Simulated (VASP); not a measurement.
# Te2Mo in VASP: further runs, part 3 of 3

VASP 6.6.1. Earlier steps stand in the parts before.

### 6 Single point, PBE (atoms displaced along several vibrational modes)

INCAR

```
SYSTEM = Te2Mo
  PREC = Accurate
  ENCUT = 520
  EDIFF = 1E-6
  ISMEAR = 0
  SIGMA = 0.05
  LREAL = .FALSE.
  LASPH = .TRUE.
  NELM = 60
  ALGO = Normal
  ISIF = 2
  LWAVE = .FALSE.
  LCHARG = .FALSE.
  GGA = PE
  NBANDS = 35
```

KPOINTS

```
regular mesh
0
G
  9 9 1
  0 0 0
```

POSCAR

```
Te2Mo
1.0
    3.5549909197      0.0000000000      0.0000000000
   -1.7774954599      3.0787124467      0.0000000000
    0.0000000000      0.0000000000     35.0365360304
Te Mo
4 2
Direct
    0.3333333333      0.6666666667      0.4460580811
    0.3219971581      0.6666666667      0.9483984951
    0.3446695086      0.6666666667      0.0516015049
    0.3333333333      0.6666666667      0.5539419189
    0.0000000000      0.0000000000      0.0000000000
    0.0000000000      0.0000000000      0.5000000000
```

Potentials or basis: VASP PAW PBE potentials, release 64 (Te, Mo_sv).

Started as:

```bash
$ cat potpaw_PBE.64/Te/POTCAR potpaw_PBE.64/Mo_sv/POTCAR > POTCAR
$ mpirun -np 1 vasp_std > vasp.out
```

OUTCAR:

```text
SYSTEM = Te2Mo
   PREC = Accurate
   ENCUT = 520
   EDIFF = 1E-6
   ISMEAR = 0
   LREAL = .FALSE.
   LASPH = .TRUE.
   NELM = 60
   ISIF = 2
   GGA = PE

 ion  position               nearest neighbor table
   1  0.333  0.667  0.446-   6 2.79   6 2.79   6 2.79
   2  0.322  0.667  0.948-   5 2.71   5 2.74   5 2.76   3 3.62
   3  0.345  0.667  0.052-   5 2.71   5 2.74   5 2.76   2 3.62
   4  0.333  0.667  0.554-   6 2.79   6 2.79   6 2.79
   5  0.000  0.000  0.000-   3 2.71   2 2.71   3 2.74   2 2.74   2 2.76   3 2.76
   6  0.000  0.000  0.500-   1 2.79   4 2.79   1 2.79   4 2.79   1 2.79   4 2.79

  LATTYP: Found a hexagonal cell.
 ALAT       =     3.5549909197
 C/A-ratio  =     9.8555908642

  Lattice vectors:

 A1 = (   3.5549909197,   0.0000000000,   0.0000000000)
 A2 = (  -1.7774954599,   3.0787124467,   0.0000000000)
 A3 = (   0.0000000000,   0.0000000000,  35.0365360304)

Analysis of symmetry for initial positions (statically):
=====================================================================
 Subroutine PRICEL returns:
 Original cell was already a primitive cell.

 Routine SETGRP: Setting up the symmetry group for a
 hexagonal supercell.

 Subroutine GETGRP returns: Found  2 space group operations
 (whereof  2 operations were pure point group operations)
 out of a pool of 24 trial point group operations.

The static configuration has the point symmetry C_2 .

Analysis of symmetry for dynamics (positions and initial velocities):
=====================================================================
 Subroutine PRICEL returns:
 Original cell was already a primitive cell.

 Routine SETGRP: Setting up the symmetry group for a
 hexagonal supercell.

 Subroutine GETGRP returns: Found  2 space group operations
 (whereof  2 operations were pure point group operations)
 out of a pool of 24 trial point group operations.

The dynamic configuration has the point symmetry C_2 .

 Subroutine INISYM returns: Found  2 space group operations
 (whereof  2 operations are pure point group operations),
 and found     1 'primitive' translations

----------------------------------------------------------------------------------------

                                     Primitive cell

  volume of cell :     383.4677

  direct lattice vectors                    reciprocal lattice vectors
     3.554990920  0.000000000  0.000000000     0.281294671  0.162405554  0.000000000
    -1.777495460  3.078712447  0.000000000     0.000000000  0.324811108  0.000000000
     0.000000000  0.000000000 35.036536030     0.000000000  0.000000000  0.028541634

  length of vectors
     3.554990920  3.554990920 35.036536030     0.324811108  0.324811108  0.028541634

  position of ions in fractional coordinates (direct lattice)
     0.333333333  0.666666667  0.446058081
     0.321997158  0.666666667  0.948398495
     0.344669509  0.666666667  0.051601505
     0.333333333  0.666666667  0.553941919
     0.000000000  0.000000000  0.000000000
     0.000000000  0.000000000  0.500000000

  ion indices of the primitive-cell ions
   primitive index   ion index
                 1           1
                 2           2
[... 28 lines left out ...]

 Found     25 irreducible k-points:

 Following reciprocal coordinates:
            Coordinates               Weight
  0.000000  0.000000  0.000000      1.000000
  0.111111  0.000000  0.000000      4.000000
  0.000000  0.111111  0.000000      2.000000
  0.222222  0.000000  0.000000      4.000000
  0.000000  0.222222  0.000000      2.000000
  0.333333  0.000000  0.000000      4.000000
[... 16 lines left out ...]
 -0.222222 -0.444444  0.000000      4.000000
  0.444444  0.333333  0.000000      4.000000
   k-points           NKPTS =     25   k-points in BZ     NKDIM =     25   number of bands    NBANDS=     35
   number of dos      NEDOS =    301   number of ions     NIONS =      6
   total plane-waves  NPLWV = 211680
   dimension x,y,z NGX =    28 NGY =   28 NGZ =  270
   dimension x,y,z NGXF=    56 NGYF=   56 NGZF=  540
   ions per type =               4   2
   NGX,Y,Z   is equivalent  to a cutoff of  13.09, 13.09, 12.81 a.u.
   NGXF,Y,Z  is equivalent  to a cutoff of  26.19, 26.19, 25.62 a.u.
 SYSTEM =  Te2Mo
   PREC   = accura    normal or accurate (medium, high low for compatibility)
   ISTART =      0    job   : 0-new  1-cont  2-samecut
   ICHARG =      2    charge: 1-file 2-atom 10-const
   ISPIN  =      1    spin polarized calculation?
   LNONCOLLINEAR =      F non collinear calculations
   LSORBIT =      F    spin-orbit coupling
   LASPH  =      T    aspherical Exc in radial PAW
   ENCUT  =  520.0 eV  38.22 Ry    6.18 a.u.   6.61  6.61 65.14*2*pi/ulx,y,z
   NELM   =     60;   NELMIN=  2; NELMDL= -5     # of ELM steps
   EDIFF  = 0.1E-05   stopping-criterion for ELM
   LREAL  =      F    real-space projection
   EDIFFG = 0.1E-04   stopping-criterion for IOM
   NSW    =      0    number of steps for IOM
   IBRION =     -1    ionic relax: 0-MD 1-quasi-New 2-CG
   NFREE  =      0    steps in history (QN), initial steepest desc. (CG)
   ISIF   =      2    stress and relaxation
   ISYM   =      2    0-nonsym 1-usesym 2-fastsym
   POTIM  = 0.5000    time-step for ionic-motion
   TEBEG  =    0.0;   TEEND  =   0.0 temperature during run
   PSTRESS=    0.0 pullay stress
   NELECT =      52.0000    total number of electrons
   NUPDOWN=      -1.0000    fix difference up-down
   EMIN   =  10.00;   EMAX   =-10.00  energy-range for DOS
   EFERMI =   0.00;   METHOD = LEGACY
   ISMEAR =     0;   SIGMA  =   0.05  broadening in eV -4-tet -1-fermi 0-gaus
   EFERMI_NEDOS =   21; number of points for ismear=-14 and -15
   IALGO  =     38    algorithm
   IMIX   =      4    mixing-type and parameters
     AMIX     =   0.40;   BMIX     =  1.00
     AMIX_MAG =   1.60;   BMIX_MAG =  1.00
  volume/ion in A,a.u.               =      63.91       431.29
  Fermi-wavevector in a.u.,A,eV,Ry     =   0.841072  1.589395  9.624783  0.707402
  Thomas-Fermi vector in A             =   1.955557
   LORBIT       =      0    0 simple, 1 ext, 2 COOP (PROOUT), +10 PAW based schemes
   GGA     = PE    functional components
   LHFCALC =     F    Hartree Fock is set to
   AEXX    =    0.0000 exact exchange contribution
   IVDW    =     0    specifies the selected vdW correction
   LEPSILON=     F    determine dielectric tensor
   LRPA    =     F    only Hartree local field effects (RPA)
 non-spin polarized calculation
 Gauss-broadening in eV      SIGMA  =   0.05
  energy-cutoff  :      520.00
  volume of cell :      383.47
 maximum number of plane-waves:     10463
   NGX = 13   NGY = 13   NGZ =131

 number of electron      51.9999990 magnetization

 Free energy of the ion-electron system (eV)
  ---------------------------------------------------
  ext. energy  EPLUGINS =         0.00000000
  ---------------------------------------------------
  free energy    TOTEN  =       -35.95851738 eV

  energy without entropy =      -35.95851738  energy(sigma->0) =      -35.95851738

 E-fermi :   0.5324     XC(G=0):  -4.7895

 val. band max:        0.2779170782   @ k =   0.3333   0.3333   0.0000
 cond. band min:       1.2133710813   @ k =   0.3333   0.3333   0.0000
 fundamental gap:      0.9354540030
 Fermi energy:         0.5323604614

 k-point     1 :       0.0000    0.0000    0.0000
  band No.  band energies     occupation
      1     -60.5524      2.00000
      2     -60.5210      2.00000
      3     -34.6987      2.00000
      4     -34.6584      2.00000
      5     -34.5950      2.00000
      6     -34.5946      2.00000
[... 901 lines left out ...]
     34       3.8905      0.00000
     35       4.8533      0.00000

 [... further k-points ...]

------------------------ aborting loop because EDIFF is reached ----------------------------------------

  FORCE on cell =-STRESS in cart. coord.  units (eV):
  Direction    XX          YY          ZZ          XY          YZ          ZX
  --------------------------------------------------------------------------------------
  -------------------------------------------------------------------------------------
  Total       -1.2810891     -1.2806960     -3.5701262      0.0000000      0.0000000     -0.8893842
  in kB       -5.3525550     -5.3509126    -14.9164460      0.0000000      0.0000000     -3.7159614
  external PRESSURE =      -8.5399712 kB  Pullay stress =       0.0000000 kB

 VOLUME and BASIS-vectors are now :
 -----------------------------------------------------------------------------
  energy-cutoff  :      520.00
  volume of cell :      383.47
      direct lattice vectors                 reciprocal lattice vectors
     3.554990920  0.000000000  0.000000000     0.281294671  0.162405554  0.000000000
    -1.777495460  3.078712447  0.000000000     0.000000000  0.324811108  0.000000000
     0.000000000  0.000000000 35.036536030     0.000000000  0.000000000  0.028541634

 POSITION                                       TOTAL-FORCE (eV/Angst)
 -----------------------------------------------------------------------------------
     -0.00000      2.05247     15.62833         0.000017      0.000008      0.963138
     -0.04030      2.05247     33.22860         0.245963     -0.007958     -0.025598
      0.04030      2.05247      1.80794        -0.245963     -0.007958      0.025598
     -0.00000      2.05247     19.40821        -0.000017      0.000008     -0.963138
      0.00000      0.00000      0.00000        -0.000000      0.015891      0.000000
      0.00000      0.00000     17.51827        -0.000000      0.000009      0.000000
 -----------------------------------------------------------------------------------
    total drift:                                0.000000     -0.000050      0.000000

  FREE ENERGIE OF THE ION-ELECTRON SYSTEM (eV)
  ---------------------------------------------------
  free  energy   TOTEN  =       -35.9585173817 eV

  energy  without entropy=      -35.9585173817  energy(sigma->0) =      -35.95851738
```

Wall time 7.9 min (1 thread of Intel Xeon 6975P-C (Granite Rapids), shared host); peak memory 0.65 GiB.

Results:

* Free energy: -35.9585 eV
* Largest force: 0.963 eV/Å
* Band gap on the k mesh: 0.94 eV

Forces on the atoms (eV/Å):
```
Te   0.000  0.000  0.963
Te   0.246 -0.008 -0.026
Te  -0.246 -0.008  0.026
Te   0.000  0.000 -0.963
Mo   0.000  0.016  0.000
Mo   0.000  0.000  0.000
```

Caveat: the cell differs from its parent crystal (atoms displaced along several vibrational modes); there is no dipole correction, which matters where the two faces differ; spin-orbit coupling is left out, which moves the levels of the heavy elements.

### 7 Overview

```tsv
cell	gap on the mesh (eV)	largest force (eV/Å)
as given, atomic positions A	1.07	0.50
as given, atomic positions B	0.89	0.80
as given, atomic positions C	0.98	0.66
as given, atomic positions D	0.98	0.75
as given, atomic positions E	0.94	0.96
```

Alike in all rows: task single point; level PBE; potentials or basis VASP PAW PBE potentials, release 64 (Te, Mo_sv); no spin polarisation; k mesh 9 × 9 × 1; cutoff (eV) 520; smearing gaussian 0.05 eV.

Caveats: there is no dipole correction, which matters where the two faces differ; spin-orbit coupling is left out, which moves the levels of the heavy elements.

Absolute energies hang on the potentials; compare differences alone.
